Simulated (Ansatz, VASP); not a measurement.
# Na: VASP beside Ansatz

```xyz
2
Lattice="3.6163 0.0000 0.0000 -1.8082 3.1318 0.0000 0.0000 0.0000 6.1540" Properties=species:S:1:pos:R:3 pbc="T T T"
Na    1.8082    1.0439    4.6155
Na    0.0000    2.0879    1.5385
```

Alike in both runs: functional PBEsol; k mesh 7 × 7 × 4; occupations fermi-dirac, width 0.05 eV; no spin polarisation.

|  | VASP | Ansatz |
| --- | --- | --- |
| version | VASP 6.6.1 | Ansatz 0.2.0 |
| potentials or method | VASP PAW PBE potentials, release 64 (Na_pv) | Ansatz PAW |
| plane-wave cutoff (eV) | 520 | 420 |
| valence electrons in the cell | 14 | 18 |
| task | single point | band structure |

|  | VASP | Ansatz | Ansatz less VASP |
| --- | --- | --- | --- |
| gap on the k mesh at the Fermi level (eV) | none | none | - |
| pressure (GPa) | 0.4 | 0.4 | -0.03 |
| traceless stress, the component that is largest in VASP (GPa) | -0.36 | -0.36 | -0.002 |

VASP's potentials were made for PBE, not for PBEsol. A gap of «none» marks a metal or a gap that the smearing closes. VASP's potentials hold 14 valence electrons a cell and Ansatz's 18, so a difference there can come from the potentials and not from the codes.
